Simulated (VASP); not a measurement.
Runs of VASP 6.6.1 on K3Al. The structure is that of space group Pm-3m (No. 221), or close to it. The cells are those of the table. 

| task | cell | k mesh | cutoff (eV) | gap on the mesh (eV) | pressure (GPa) | relaxed volume (Å³/atom) |
| --- | --- | --- | --- | --- | --- | --- |
| single point | a = 4.962 Å, 4 atoms | 4 × 4 × 4 | 520 | none | 7.7 | - |
| relaxation of cell and atoms | relaxed from a = 4.962 Å, 4 atoms | 4 × 4 × 4 | 600 | none | 0.0 | 47.51 |
| relaxation of cell and atoms | relaxed from a = 5.695 Å, 4 atoms | 8 × 8 × 8 | 600 | none | 0.0 | 47.82 |
| single point | a = 5.760 Å, 4 atoms | 8 × 8 × 8 | 520 | none | 0.0 | - |
| single point | a = 5.695 Å, 4 atoms | 4 × 4 × 4 | 520 | none | (a) | - |

Alike in all rows: level PBE; potentials or basis VASP PAW PBE potentials, release 64 (K_sv, Al); no spin polarisation; smearing gaussian 0.1 eV.

Task: Estimate the missing entries.

Result: (a) 0.2.

Caveats: the cell stands under pressure (at least some runs); the volume moved by over 15 % at a fixed basis, so the end points are rough (at least some runs).

A gap of «none» marks levels without a gap at the run's occupations.
